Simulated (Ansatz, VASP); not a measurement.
**Two plane-wave programs on Si2Ge**

```xyz
3
Lattice="4.4654 0.0000 0.0000 -2.2327 3.8672 0.0000 0.0000 0.0000 2.8014" Properties=species:S:1:pos:R:3 pbc="T T T"
Si    2.2327    1.2891    1.4007
Si    0.0000    2.5781    1.4007
Ge    0.0000    0.0000    0.0000
```

Change from the starting cell: species swapped into the DyMg2 type (P6/mmm, No. 191).

Alike in both runs: functional PBE; k mesh 5 × 5 × 6; occupations gaussian, width 0.2 eV; no spin polarisation.

Ansatz relaxed the structure, and its values are those at the end. VASP's run is a single point on that final structure, the one shown.

|  | VASP | Ansatz |
| --- | --- | --- |
| version | VASP 6.6.1 | Ansatz 0.2.0 |
| potentials or method | VASP PAW PBE potentials, release 64 (Si, Ge_d), cutoff 500 eV | scalar-relativistic, plane waves, PAW |
| valence electrons in the cell | 22 | 22 |

|  | VASP | Ansatz | Ansatz less VASP |
| --- | --- | --- | --- |
| gap on the k mesh at the Fermi level (eV) | none | none | - |
| pressure (GPa) | 0.3 | 0.3 | +0.07 |

A gap of «none» marks a metal or a gap that the smearing closes.

The k mesh is coarse, so the values compare programs but aren't converged.
